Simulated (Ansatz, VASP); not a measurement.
This is a calculation of AlNi3 for VASP 6.6.1.

Contents of INCAR:

```
PREC = Accurate
ENCUT = 520
EDIFF = 1E-6
ISMEAR = -1
SIGMA = 0.05
LREAL = False
LASPH = True
NELM = 150
ALGO = Fast
ISIF = 2
LWAVE = False
LCHARG = False
ISPIN = 2
MAGMOM = 1 -1 1 0
LORBIT = 11
LMAXMIX = 4
GGA = PS
NBANDS = 28
```

The input KPOINTS:

```
Automatic mesh
0
Gamma
  6 6 6
```

File POSCAR:

```
AlNi3
1.0
    3.5230547267      0.0000000000      0.0000000000
    0.0000000000      3.5230547267      0.0000000000
    0.0000000000      0.0000000000      3.5230547267
Ni Al
3 1
Direct
    0.5000000000      0.5000000000      0.0000000000
    0.5000000000      0.0000000000      0.5000000000
    0.0000000000      0.5000000000      0.5000000000
    0.0000000000      0.0000000000      0.0000000000
```

Potentials or basis: VASP PAW PBE potentials, release 64 (Ni, Al).

Run with:

```console
$ cat potpaw_PBE.64/Ni/POTCAR potpaw_PBE.64/Al/POTCAR > POTCAR
$ mpirun -np 1 vasp_std > vasp.out
```

**Question.** Set up the same calculation for Ansatz 0.2.0. Potentials there: all-electron LAPW, scalar-relativistic.

**Answer.** As run (the cutoff follows the program's own potentials):

input.yaml

```yaml
crystal:
  lattice:
    - [3.5230547267, 0.0, 0.0]
    - [0.0, 3.5230547267, 0.0]
    - [0.0, 0.0, 3.5230547267]
  atoms:
    - { symbol: Ni, position: [0.5, 0.5, 0.0], spin: 1.0 }
    - { symbol: Ni, position: [0.5, 0.0, 0.5], spin: -1.0 }
    - { symbol: Ni, position: [0.0, 0.5, 0.5], spin: 1.0 }
    - { symbol: Al, position: [0.0, 0.0, 0.0] }
kpoints:
  mp_grid: { grid: [6, 6, 6] }
scf:
  occupations: { method: fermi_dirac, width: 0.05 }
hamiltonian:
  xc: pbesol
  pseudopotentials: { kind: all_electron, lapw: { basis_error: 0.002 } }
magnetization:
  spin_polarized: true
output:
  forces: true
  stress: true
  eigenvalues: true
```

Potentials or basis: all-electron LAPW, scalar-relativistic.

Launch:

```bash
$ ansatz run input.yaml --threads 4 --pin off --max-ram 12288MiB --backend cpu --events-out ev --progress --plain --runs-dir out
```

Both were run:

|  | VASP | Ansatz | Ansatz less VASP |
| --- | --- | --- | --- |
| gap on the k mesh at the Fermi level (eV) | none | none | - |
| pressure (GPa) | -0.5 | -0.7 | -0.14 |
| net moment per atom (μB) | 0.16 | 0.17 | +0.004 |

VASP's potentials were made for PBE, not for PBEsol. A gap of «none» marks a metal or a gap that the smearing closes. Ansatz ran all-electron here, and VASP with PAW potentials.

Noted on Ansatz's run: the k mesh is thin for a metal, which can move the energy by tens of meV per atom.
